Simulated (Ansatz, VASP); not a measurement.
## TiC in VASP and in Ansatz

```xyz
2
Lattice="0.0000 2.1640 2.1640 2.1640 0.0000 2.1640 2.1640 2.1640 0.0000" Properties=species:S:1:pos:R:3 pbc="T T T"
Ti    0.0000    0.0000   -0.1875
C     2.1640    2.1640    2.1640
```

Change from the starting cell: all Ti atoms moved +0.188 Å, as atom 1 towards its neighbour atom 2 (C) at 2.164 Å.

Alike in both runs: task single point; functional PBE; k mesh 18 × 18 × 18; occupations gaussian, width 0.15 eV; no spin polarisation.

```csv
,VASP,Ansatz
version,VASP 6.6.1,Ansatz 0.2.0
potentials or method,"VASP PAW PBE potentials, release 64 (Ti_sv, C), cutoff 520 eV","scalar-relativistic, plane waves, PAW"
valence electrons in the cell,16,16
```

```tsv
	VASP	Ansatz	Ansatz less VASP
gap on the k mesh at the Fermi level (eV)	none	none	-
pressure (GPa)	5.4	5.2	-0.20
traceless stress, the component that is largest in VASP (GPa)	7.40	7.32	-0.080
rms of the force components (eV/Å)	1.056	1.049	-0.0065
```

Atom by atom the forces differ by 0.006 eV/Å (rms over components). A gap of «none» marks a metal or a gap that the smearing closes.
